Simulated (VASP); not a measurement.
# Cs (Im-3m) in VASP: further runs, part 2 of 2

VASP 6.6.1.

### 5 Single point, r2SCAN

This run uses another cell than the first one, of 118.08 Å³/atom, 1.066 times its volume.

POSCAR

```
Cs
1.0
   -3.0905815828      3.0905815828      3.0905815828
    3.0905815828     -3.0905815828      3.0905815828
    3.0905815828      3.0905815828     -3.0905815828
Cs
1
Direct
    0.0000000000      0.0000000000      0.0000000000
```

INCAR.step1

```
SYSTEM = Cs
PREC = Accurate
ENCUT = 520
ISMEAR = 0
SIGMA = 0.05
LREAL = .False.
LASPH = .True.
NELM = 100
NBANDS = 10
GGA = PE
ALGO = Normal
EDIFF = 1E-4
LWAVE = .True.
LCHARG = .False.
```

INCAR.step2

```
SYSTEM = Cs
PREC = Accurate
ENCUT = 520
EDIFF = 1E-6
ISMEAR = 0
SIGMA = 0.05
LREAL = .False.
LASPH = .True.
NELM = 100
ALGO = Normal
ISIF = 2
LWAVE = .False.
LCHARG = .True.
METAGGA = R2SCAN
LMIXTAU = .True.
LELF = .True.
LVHAR = .True.
NBANDS = 10
ISTART = 1
```

KPOINTS

```
regular mesh
0
Gamma
  10 10 10
  0 0 0
```

Potentials or basis: VASP PAW PBE potentials, release 64 (Cs_sv).

On the command line:

```console
$ cat potpaw_PBE.64/Cs_sv/POTCAR > POTCAR
$ cp INCAR.step1 INCAR
$ mpirun -np 1 vasp_std > vasp.out
$ cp INCAR.step2 INCAR
$ mpirun -np 1 vasp_std > vasp.out
```

OUTCAR:

```text
SYSTEM = Cs
   PREC = Accurate
   ENCUT = 520
   EDIFF = 1E-6
   ISMEAR = 0
   LREAL = .False.
   LASPH = .True.
   NELM = 100
   ISIF = 2
   METAGGA = R2SCAN
   ISTART = 1

 ion  position               nearest neighbor table
   1  0.000  0.000  0.000-

  LATTYP: Found a body centered cubic cell.
 ALAT       =     6.1811631656

  Lattice vectors:

 A1 = (  -3.0905815828,   3.0905815828,   3.0905815828)
 A2 = (   3.0905815828,  -3.0905815828,   3.0905815828)
 A3 = (   3.0905815828,   3.0905815828,  -3.0905815828)

Analysis of symmetry for initial positions (statically):
=====================================================================
 Subroutine PRICEL returns:
 Original cell was already a primitive cell.

 Routine SETGRP: Setting up the symmetry group for a
 body centered cubic supercell.

 Subroutine GETGRP returns: Found 48 space group operations
[... 9 lines left out ...]

 Routine SETGRP: Setting up the symmetry group for a
 body centered cubic supercell.

 Subroutine GETGRP returns: Found 48 space group operations
[... 11 lines left out ...]
                                     Primitive cell

  volume of cell :     118.0812

  direct lattice vectors                    reciprocal lattice vectors
    -3.090581583  3.090581583  3.090581583     0.000000000  0.161781848  0.161781848
     3.090581583 -3.090581583  3.090581583     0.161781848  0.000000000  0.161781848
     3.090581583  3.090581583 -3.090581583     0.161781848  0.161781848  0.000000000

  length of vectors
     5.353044326  5.353044326  5.353044326     0.228794084  0.228794084  0.228794084

  position of ions in fractional coordinates (direct lattice)
     0.000000000  0.000000000  0.000000000

  ion indices of the primitive-cell ions
   primitive index   ion index
                 1           1

----------------------------------------------------------------------------------------

 KPOINTS: regular mesh

Automatic generation of k-mesh.
 Grid dimensions read from file:
 generate k-points for:   10   10   10

 Generating k-lattice:

  Cartesian coordinates                     Fractional coordinates (reciprocal lattice)
     0.000000000  0.016178185  0.016178185     0.100000000  0.000000000  0.000000000
     0.016178185  0.000000000  0.016178185     0.000000000  0.100000000  0.000000000
     0.016178185  0.016178185  0.000000000     0.000000000  0.000000000  0.100000000

  Length of vectors
     0.022879408  0.022879408  0.022879408

  Shift w.r.t. Gamma in fractional coordinates (k-lattice)
     0.000000000  0.000000000  0.000000000

 Subroutine IBZKPT returns following result:
 ===========================================

 Found     47 irreducible k-points:

 Following reciprocal coordinates:
            Coordinates               Weight
  0.000000  0.000000  0.000000      1.000000
  0.100000  0.000000  0.000000     12.000000
  0.200000  0.000000  0.000000     12.000000
  0.300000  0.000000  0.000000     12.000000
  0.400000  0.000000  0.000000     12.000000
  0.500000  0.000000  0.000000      6.000000
[... 16 lines left out ...]
  0.300000  0.300000  0.100000      8.000000
 -0.300000  0.300000  0.100000     24.000000
 [... further k-points ...]
   k-points           NKPTS =     47   k-points in BZ     NKDIM =     47   number of bands    NBANDS=     10
   number of dos      NEDOS =    301   number of ions     NIONS =      1
   total plane-waves  NPLWV =  64000
   dimension x,y,z NGX =    40 NGY =   40 NGZ =   40
   dimension x,y,z NGXF=    80 NGYF=   80 NGZF=   80
   ions per type =               1
   NGX,Y,Z   is equivalent  to a cutoff of  12.42, 12.42, 12.42 a.u.
   NGXF,Y,Z  is equivalent  to a cutoff of  24.85, 24.85, 24.85 a.u.
 SYSTEM =  Cs
   PREC   = accura    normal or accurate (medium, high low for compatibility)
   ISTART =      1    job   : 0-new  1-cont  2-samecut
   ICHARG =      0    charge: 1-file 2-atom 10-const
   ISPIN  =      1    spin polarized calculation?
   LNONCOLLINEAR =      F non collinear calculations
   LSORBIT =      F    spin-orbit coupling
   LASPH  =      T    aspherical Exc in radial PAW
   ENCUT  =  520.0 eV  38.22 Ry    6.18 a.u.   9.95  9.95  9.95*2*pi/ulx,y,z
   NELM   =    100;   NELMIN=  2; NELMDL=  0     # of ELM steps
   EDIFF  = 0.1E-05   stopping-criterion for ELM
   LREAL  =      F    real-space projection
   EDIFFG = 0.1E-04   stopping-criterion for IOM
   NSW    =      0    number of steps for IOM
   IBRION =     -1    ionic relax: 0-MD 1-quasi-New 2-CG
   NFREE  =      0    steps in history (QN), initial steepest desc. (CG)
   ISIF   =      2    stress and relaxation
   ISYM   =      2    0-nonsym 1-usesym 2-fastsym
   POTIM  = 0.5000    time-step for ionic-motion
   TEBEG  =    0.0;   TEEND  =   0.0 temperature during run
   PSTRESS=    0.0 pullay stress
   NELECT =       9.0000    total number of electrons
   NUPDOWN=      -1.0000    fix difference up-down
   EMIN   =  10.00;   EMAX   =-10.00  energy-range for DOS
   EFERMI =   0.00;   METHOD = LEGACY
   ISMEAR =     0;   SIGMA  =   0.05  broadening in eV -4-tet -1-fermi 0-gaus
   EFERMI_NEDOS =   21; number of points for ismear=-14 and -15
   IALGO  =     38    algorithm
   IMIX   =      4    mixing-type and parameters
     AMIX     =   0.40;   BMIX     =  1.00
     AMIX_MAG =   1.60;   BMIX_MAG =  1.00
  volume/ion in A,a.u.               =     118.08       796.85
  Fermi-wavevector in a.u.,A,eV,Ry     =   0.694111  1.311679  6.555148  0.481790
  Thomas-Fermi vector in A             =   1.776513
   LORBIT       =      0    0 simple, 1 ext, 2 COOP (PROOUT), +10 PAW based schemes
   METAGGA = R2SCAN    functional components
   LHFCALC =     F    Hartree Fock is set to
   AEXX    =    0.0000 exact exchange contribution
   IVDW    =     0    specifies the selected vdW correction
   LEPSILON=     F    determine dielectric tensor
   LRPA    =     F    only Hartree local field effects (RPA)
 non-spin polarized calculation
 Gauss-broadening in eV      SIGMA  =   0.05
  energy-cutoff  :      520.00
  volume of cell :      118.08
 maximum number of plane-waves:      3252
   NGX = 19   NGY = 19   NGZ = 19

 number of electron       9.0000002 magnetization

 Free energy of the ion-electron system (eV)
  ---------------------------------------------------
  ext. energy  EPLUGINS =         0.00000000
  ---------------------------------------------------
  free energy    TOTEN  =       -25.01449868 eV

  energy without entropy =      -25.01178471  energy(sigma->0) =      -25.01314169

 E-fermi :   0.4993     XC(G=0):  -5.5654

 val. band max:        0.4906302808   @ k =  -0.3000   0.4000   0.2000
 cond. band min:       0.5020659241   @ k =   0.3000   0.2000   0.0000
 fundamental gap:      0.0114356434
 Fermi energy:         0.4992760921

 k-point     1 :       0.0000    0.0000    0.0000
  band No.  band energies     occupation
      1     -24.3320      2.00000
      2     -10.7023      2.00000
      3     -10.7023      2.00000
      4     -10.7023      2.00000
      5      -1.2745      2.00000
      6       3.2716      0.00000
      7       3.2716      0.00000
      8       3.2716      0.00000
      9       4.1286      0.00000
     10       4.1286      0.00000

 k-point     2 :       0.1000    0.0000    0.0000
  band No.  band energies     occupation
      1     -24.3313      2.00000
      2     -10.7149      2.00000
      3     -10.7062      2.00000
      4     -10.7023      2.00000
      5      -1.1609      2.00000
      6       3.1344      0.00000
      7       3.1354      0.00000
      8       3.3833      0.00000
      9       3.9398      0.00000
     10       4.0984      0.00000

 k-point     3 :       0.2000    0.0000    0.0000
  band No.  band energies     occupation
      1     -24.3297      2.00000
      2     -10.7476      2.00000
      3     -10.7166      2.00000
      4     -10.7025      2.00000
      5      -0.8351      2.00000
      6       2.6448      0.00000
      7       2.8493      0.00000
      8       3.7133      0.00000
      9       3.9185      0.00000
     10       4.0739      0.00000
[... 248 lines left out ...]
 k-point    23 :       0.3000    0.3000    0.1000
  band No.  band energies     occupation
      1     -24.3250      2.00000
      2     -10.7825      2.00000
      3     -10.7825      2.00000
      4     -10.7290      2.00000
      5       1.3933      0.00000
      6       1.3933      0.00000
      7       1.4916      0.00000
      8       3.7783      0.00000
      9       4.5667      0.00000
     10       4.5667      0.00000

 k-point    24 :      -0.3000    0.3000    0.1000
  band No.  band energies     occupation
      1     -24.3272      2.00000
      2     -10.7852      2.00000
      3     -10.7337      2.00000
      4     -10.7120      2.00000
      5      -0.2463      2.00000
      6       2.0777      0.00000
      7       2.6505      0.00000
      8       3.4653      0.00000
      9       4.2066      0.00000
     10       4.5250      0.00000

 [... further k-points ...]

------------------------ aborting loop because EDIFF is reached ----------------------------------------

  FORCE on cell =-STRESS in cart. coord.  units (eV):
  Direction    XX          YY          ZZ          XY          YZ          ZX
  --------------------------------------------------------------------------------------
  -------------------------------------------------------------------------------------
  Total        0.0683134      0.0683134      0.0683134      0.0000000      0.0000000     -0.0000000
  in kB        0.9269067      0.9269067      0.9269067      0.0000000      0.0000000     -0.0000000
  external PRESSURE =       0.9269067 kB  Pullay stress =       0.0000000 kB

 VOLUME and BASIS-vectors are now :
 -----------------------------------------------------------------------------
  energy-cutoff  :      520.00
  volume of cell :      118.08
      direct lattice vectors                 reciprocal lattice vectors
    -3.090581583  3.090581583  3.090581583     0.000000000  0.161781848  0.161781848
     3.090581583 -3.090581583  3.090581583     0.161781848  0.000000000  0.161781848
     3.090581583  3.090581583 -3.090581583     0.161781848  0.161781848  0.000000000

 POSITION                                       TOTAL-FORCE (eV/Angst)
 -----------------------------------------------------------------------------------
      0.00000      0.00000      0.00000        -0.000000     -0.000000     -0.000000
 -----------------------------------------------------------------------------------
    total drift:                                0.000000      0.000000     -0.000000

  FREE ENERGIE OF THE ION-ELECTRON SYSTEM (eV)
  ---------------------------------------------------
  free  energy   TOTEN  =       -25.0144986807 eV

  energy  without entropy=      -25.0117847067  energy(sigma->0) =      -25.01314169
```

It took 84 s on 1 thread of Intel Xeon 6975P-C (Granite Rapids), shared host; peak memory 0.28 GiB.

What came out:

```
Free energy : -25.0145 eV
Pressure    : 0.1 GPa
```

Levels at points of the mesh, in eV from the Fermi level:
```csv
k point,band 1,band 2,band 3,band 4,band 5,band 6,band 7,band 8,band 9
"(0.00, 0.00, 0.00)",-24.83,-11.20,-11.20,-11.20,-1.77,2.77,2.77,2.77,3.63
"(0.50, 0.00, 0.00)",-24.82,-11.33,-11.24,-11.20,0.09,0.76,1.83,3.52,4.12
"(0.50, 0.50, 0.50)",-24.82,-11.29,-11.29,-11.29,0.65,0.65,3.17,3.17,3.17
```

Caveat: the PAW data sets were made with another functional, which shifts forces and pressure a little; spin-orbit coupling is left out, which moves the levels of the heavy elements.

### 6 The runs side by side

```csv
level,cell,k mesh,gap on the mesh (eV),pressure (GPa)
PBE,"a = 5.239 Å, angles 109.5°, 1 atom",6 × 6 × 6,none,0.1
PBE,"a = 5.246 Å, angles 109.5°, 1 atom",6 × 6 × 6,none,0.1
PBE,"a = 5.353 Å, angles 109.5°, 1 atom",6 × 6 × 6,none,0.0
r2SCAN,"a = 5.353 Å, angles 109.5°, 1 atom",10 × 10 × 10,none,0.1
```

Alike in all rows: task single point; potentials or basis VASP PAW PBE potentials, release 64 (Cs_sv); no spin polarisation; cutoff (eV) 520; smearing gaussian 0.05 eV.

Caveats: spin-orbit coupling is left out, which moves the levels of the heavy elements; the PAW data sets were made with another functional, which shifts forces and pressure a little (some runs).

Absolute energies hang on the potentials; compare differences alone.
